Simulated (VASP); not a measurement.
# Co (Fd-3m) in VASP: further runs

The runs below take Co through single point, relaxation of cell and atoms, with PBE.

Everything below comes from runs of VASP 6.6.1. Logs are shortened: lines on timing, memory, paths and dates and some standing lists are left out, and cuts for length are marked.

### 1 The cell of the first run

It takes space group Fd-3m (No. 227, cubic). The conventional cell has a = 4.343 Å, b = 4.343 Å, c = 4.343 Å, α = 90.00°, β = 90.00°, γ = 90.00°. Co (site symmetry -43m) has 4 Co at 1.88 Å within 2.5 Å.

### 2 Single point, PBE, collinear spin, ferromagnetic start (volume scaled by 0.68)

File INCAR:

```
SYSTEM = Co
PREC = Accurate ; ENCUT = 520
EDIFF = 1E-6 ; ISMEAR = -1
SIGMA = 0.05 ; LREAL = .FALSE.
LASPH = .TRUE. ; NELM = 150
ALGO = Normal ; ISIF = 2
LWAVE = .FALSE. ; LCHARG = .TRUE.
ISPIN = 2 ; MAGMOM = 1.7 1.7
LORBIT = 11 ; LMAXMIX = 4
GGA = PE ; LELF = .TRUE.
LVHAR = .TRUE. ; NBANDS = 20
```

File KPOINTS:

```
regular mesh
0
G
  15 15 15
  0 0 0
```

File POSCAR:

```
Co
1.0
    0.0000000000      2.1715381510      2.1715381510
    2.1715381510      0.0000000000      2.1715381510
    2.1715381510      2.1715381510      0.0000000000
Co
2
Direct
   -0.1250000000     -0.1250000000     -0.1250000000
    0.1250000000      0.1250000000      0.1250000000
```

Potentials or basis: VASP PAW PBE potentials, release 64 (Co).

On the command line:

```console
$ cat potpaw_PBE.64/Co/POTCAR > POTCAR
$ mpirun -np 1 vasp_std > vasp.out
```

OUTCAR:

```text
SYSTEM = Co
   PREC = Accurate
   ENCUT = 520
   EDIFF = 1E-6
   ISMEAR = -1
   LREAL = .FALSE.
   LASPH = .TRUE.
   NELM = 150
   ISIF = 2
   ISPIN = 2
   LORBIT = 11
   GGA = PE

 ion  position               nearest neighbor table
   1  0.875  0.875  0.875-   2 1.88   2 1.88   2 1.88   2 1.88
   2  0.125  0.125  0.125-   1 1.88   1 1.88   1 1.88   1 1.88

  LATTYP: Found a face centered cubic cell.
 ALAT       =     4.3430763020

  Lattice vectors:

 A1 = (   0.0000000000,   2.1715381510,   2.1715381510)
 A2 = (   2.1715381510,   0.0000000000,   2.1715381510)
 A3 = (   2.1715381510,   2.1715381510,   0.0000000000)

Analysis of symmetry for initial positions (statically):
=====================================================================
 Subroutine PRICEL returns:
 Original cell was already a primitive cell.

 Routine SETGRP: Setting up the symmetry group for a
 face centered cubic supercell.

 Subroutine GETGRP returns: Found 48 space group operations
 (whereof 12 operations were pure point group operations)
 out of a pool of 48 trial point group operations.

The static configuration has the point symmetry D_3d.
 The point group associated with its full space group is O_h .

Analysis of symmetry for dynamics (positions and initial velocities):
=====================================================================
 Subroutine PRICEL returns:
 Original cell was already a primitive cell.

 Routine SETGRP: Setting up the symmetry group for a
 face centered cubic supercell.

 Subroutine GETGRP returns: Found 48 space group operations
 (whereof 12 operations were pure point group operations)
 out of a pool of 48 trial point group operations.

The dynamic configuration has the point symmetry D_3d.
 The point group associated with its full space group is O_h .

Analysis of structural, dynamic, and magnetic symmetry:
=====================================================================
 Subroutine PRICEL returns:
 Original cell was already a primitive cell.

 Routine SETGRP: Setting up the symmetry group for a
 face centered cubic supercell.

 Subroutine GETGRP returns: Found 48 space group operations
 (whereof 12 operations were pure point group operations)
 out of a pool of 48 trial point group operations.

The overall configuration has the point symmetry D_3d.
 The point group associated with its full space group is O_h .

 Subroutine INISYM returns: Found 48 space group operations
 (whereof 12 operations are pure point group operations),
 and found     1 'primitive' translations

----------------------------------------------------------------------------------------

                                     Primitive cell

  volume of cell :      20.4801

  direct lattice vectors                    reciprocal lattice vectors
     0.000000000  2.171538151  2.171538151    -0.230251538  0.230251538  0.230251538
     2.171538151  0.000000000  2.171538151     0.230251538 -0.230251538  0.230251538
     2.171538151  2.171538151  0.000000000     0.230251538  0.230251538 -0.230251538

  length of vectors
     3.071018704  3.071018704  3.071018704     0.398807363  0.398807363  0.398807363

  position of ions in fractional coordinates (direct lattice)
     0.875000000  0.875000000  0.875000000
     0.125000000  0.125000000  0.125000000

  ion indices of the primitive-cell ions
   primitive index   ion index
                 1           1
                 2           2

----------------------------------------------------------------------------------------

 KPOINTS: regular mesh

Automatic generation of k-mesh.
 Grid dimensions read from file:
 generate k-points for:   15   15   15

 Generating k-lattice:

  Cartesian coordinates                     Fractional coordinates (reciprocal lattice)
    -0.015350103  0.015350103  0.015350103     0.066666667  0.000000000  0.000000000
     0.015350103 -0.015350103  0.015350103     0.000000000  0.066666667  0.000000000
     0.015350103  0.015350103 -0.015350103     0.000000000  0.000000000  0.066666667

  Length of vectors
     0.026587158  0.026587158  0.026587158

  Shift w.r.t. Gamma in fractional coordinates (k-lattice)
     0.000000000  0.000000000  0.000000000

 Subroutine IBZKPT returns following result:
 ===========================================

 Found    120 irreducible k-points:

 Following reciprocal coordinates:
            Coordinates               Weight
  0.000000  0.000000  0.000000      1.000000
  0.066667  0.000000  0.000000      8.000000
  0.133333  0.000000  0.000000      8.000000
  0.200000  0.000000  0.000000      8.000000
  0.266667  0.000000  0.000000      8.000000
  0.333333  0.000000  0.000000      8.000000
[... 16 lines left out ...]
  0.133333  0.133333  0.000000      6.000000
  0.200000  0.133333  0.000000     24.000000
 [... further k-points ...]
   k-points           NKPTS =    120   k-points in BZ     NKDIM =    120   number of bands    NBANDS=     20
   number of dos      NEDOS =    301   number of ions     NIONS =      2
   total plane-waves  NPLWV =  13824
   dimension x,y,z NGX =    24 NGY =   24 NGZ =   24
   dimension x,y,z NGXF=    48 NGYF=   48 NGZF=   48
   ions per type =               2
   NGX,Y,Z   is equivalent  to a cutoff of  12.99, 12.99, 12.99 a.u.
   NGXF,Y,Z  is equivalent  to a cutoff of  25.98, 25.98, 25.98 a.u.
 SYSTEM =  Co
   PREC   = accura    normal or accurate (medium, high low for compatibility)
   ISTART =      0    job   : 0-new  1-cont  2-samecut
   ICHARG =      2    charge: 1-file 2-atom 10-const
   ISPIN  =      2    spin polarized calculation?
   LNONCOLLINEAR =      F non collinear calculations
   LSORBIT =      F    spin-orbit coupling
   LASPH  =      T    aspherical Exc in radial PAW
   ENCUT  =  520.0 eV  38.22 Ry    6.18 a.u.   5.71  5.71  5.71*2*pi/ulx,y,z
   NELM   =    150;   NELMIN=  2; NELMDL= -5     # of ELM steps
   EDIFF  = 0.1E-05   stopping-criterion for ELM
   LREAL  =      F    real-space projection
   EDIFFG = 0.1E-04   stopping-criterion for IOM
   NSW    =      0    number of steps for IOM
   IBRION =     -1    ionic relax: 0-MD 1-quasi-New 2-CG
   NFREE  =      0    steps in history (QN), initial steepest desc. (CG)
   ISIF   =      2    stress and relaxation
   ISYM   =      2    0-nonsym 1-usesym 2-fastsym
   POTIM  = 0.5000    time-step for ionic-motion
   TEBEG  =    0.0;   TEEND  =   0.0 temperature during run
   PSTRESS=    0.0 pullay stress
   NELECT =      18.0000    total number of electrons
   NUPDOWN=      -1.0000    fix difference up-down
   EMIN   =  10.00;   EMAX   =-10.00  energy-range for DOS
   EFERMI =   0.00;   METHOD = LEGACY
   ISMEAR =    -1;   SIGMA  =   0.05  broadening in eV -4-tet -1-fermi 0-gaus
   EFERMI_NEDOS =   21; number of points for ismear=-14 and -15
   IALGO  =     38    algorithm
   IMIX   =      4    mixing-type and parameters
     AMIX     =   0.40;   BMIX     =  1.00
     AMIX_MAG =   1.60;   BMIX_MAG =  1.00
  volume/ion in A,a.u.               =      10.24        69.10
  Fermi-wavevector in a.u.,A,eV,Ry     =   1.568152  2.963378 33.458103  2.459101
  Thomas-Fermi vector in A             =   2.670226
   LORBIT       =     11    0 simple, 1 ext, 2 COOP (PROOUT), +10 PAW based schemes
   GGA     = PE    functional components
   LHFCALC =     F    Hartree Fock is set to
   AEXX    =    0.0000 exact exchange contribution
   IVDW    =     0    specifies the selected vdW correction
   LEPSILON=     F    determine dielectric tensor
   LRPA    =     F    only Hartree local field effects (RPA)
 spin polarized calculation
  energy-cutoff  :      520.00
  volume of cell :       20.48
 maximum number of plane-waves:       564
   NGX = 11   NGY = 11   NGZ = 11

 number of electron      18.0000004 magnetization      -0.0026811

 number of electron      18.0000004 magnetization       0.0007274

 Free energy of the ion-electron system (eV)
  ---------------------------------------------------
  ext. energy  EPLUGINS =         0.00000000
  ---------------------------------------------------
  free energy    TOTEN  =        -9.25636841 eV

  energy without entropy =       -9.23552591  energy(sigma->0) =       -9.24594716

 E-fermi :  11.6355     XC(G=0): -13.4386

 val. band max:       11.6347105652   @ k =   0.4000   0.1333   0.0667
 cond. band min:      11.6382946306   @ k =   0.4667   0.1333   0.0667
 fundamental gap:      0.0035840654
 Fermi energy:        11.6354585789

 spin component 1

 k-point     1 :       0.0000    0.0000    0.0000
  band No.  band energies     occupation
      1       2.4453      1.00000
      2       6.5697      1.00000
      3       6.5697      1.00000
      4       7.1810      1.00000
      5       7.1810      1.00000
      6       7.1810      1.00000
[... 12 lines left out ...]
     19      32.5061      0.00000
     20      34.0932      0.00000
[... 507 lines left out ...]
 k-point    24 :       0.2000    0.1333    0.0000
  band No.  band energies     occupation
      1       3.4704      1.00000
      2       5.9025      1.00000
      3       6.8630      1.00000
      4       7.2435      1.00000
      5       7.3013      1.00000
      6       7.9748      1.00000
[... 12 lines left out ...]
     19      35.4181      0.00000
     20      35.9410      0.00000

 [... further k-points ...]

 spin component 2

 k-point     1 :       0.0000    0.0000    0.0000
  band No.  band energies     occupation
      1       2.4453      1.00000
      2       6.5700      1.00000
      3       6.5700      1.00000
      4       7.1813      1.00000
      5       7.1813      1.00000
      6       7.1813      1.00000
[... 12 lines left out ...]
     19      32.5061      0.00000
     20      34.0933      0.00000
[... 507 lines left out ...]
 k-point    24 :       0.2000    0.1333    0.0000
  band No.  band energies     occupation
      1       3.4704      1.00000
      2       5.9028      1.00000
      3       6.8633      1.00000
      4       7.2438      1.00000
      5       7.3016      1.00000
      6       7.9751      1.00000
[... 12 lines left out ...]
     19      35.4182      0.00000
     20      35.9357      0.00000

 [... further k-points ...]

------------------------ aborting loop because EDIFF is reached ----------------------------------------

  FORCE on cell =-STRESS in cart. coord.  units (eV):
  Direction    XX          YY          ZZ          XY          YZ          ZX
  --------------------------------------------------------------------------------------
  -------------------------------------------------------------------------------------
  Total       13.4843280     13.4843280     13.4843280      0.0000000      0.0000000      0.0000000
  in kB     1054.8907985   1054.8907985   1054.8907985      0.0000000      0.0000000      0.0000000
  external PRESSURE =    1054.8907985 kB  Pullay stress =       0.0000000 kB

 VOLUME and BASIS-vectors are now :
 -----------------------------------------------------------------------------
  energy-cutoff  :      520.00
  volume of cell :       20.48
      direct lattice vectors                 reciprocal lattice vectors
     0.000000000  2.171538151  2.171538151    -0.230251538  0.230251538  0.230251538
     2.171538151  0.000000000  2.171538151     0.230251538 -0.230251538  0.230251538
     2.171538151  2.171538151  0.000000000     0.230251538  0.230251538 -0.230251538

 POSITION                                       TOTAL-FORCE (eV/Angst)
 -----------------------------------------------------------------------------------
      3.80019      3.80019      3.80019        -0.000000      0.000000      0.000000
      0.54288      0.54288      0.54288         0.000000     -0.000000     -0.000000
 -----------------------------------------------------------------------------------
    total drift:                                0.000000      0.000000      0.000000

  FREE ENERGIE OF THE ION-ELECTRON SYSTEM (eV)
  ---------------------------------------------------
  free  energy   TOTEN  =        -9.2563684130 eV

  energy  without entropy=       -9.2355259099  energy(sigma->0) =       -9.24594716

 total charge

# of ion       s       p       d       tot
------------------------------------------
    1        0.704   0.690   7.717   9.110
    2        0.704   0.690   7.717   9.110
--------------------------------------------------
tot          1.407   1.380  15.433  18.220

 magnetization (x)

# of ion       s       p       d       tot
------------------------------------------
    1       -0.000  -0.000   0.000   0.000
    2       -0.000  -0.000   0.000   0.000
--------------------------------------------------
tot         -0.000  -0.000   0.000   0.000
```

Run time: 80 s. Hardware: 1 thread of AMD EPYC 7R13 (Zen 3), shared host; peak memory 0.17 GiB.

Results:

| Item | Value |
| --- | --- |
| Free energy | -9.2564 eV |
| Pressure | 105.5 GPa |
| Band gap on the k mesh | zero (filled and empty bands overlap) |
| Net moment | 0.00 μB per cell |

Caveat: the starting moments collapsed, and a magnetic state may lie lower.

(Continued in part 2 of 2.)
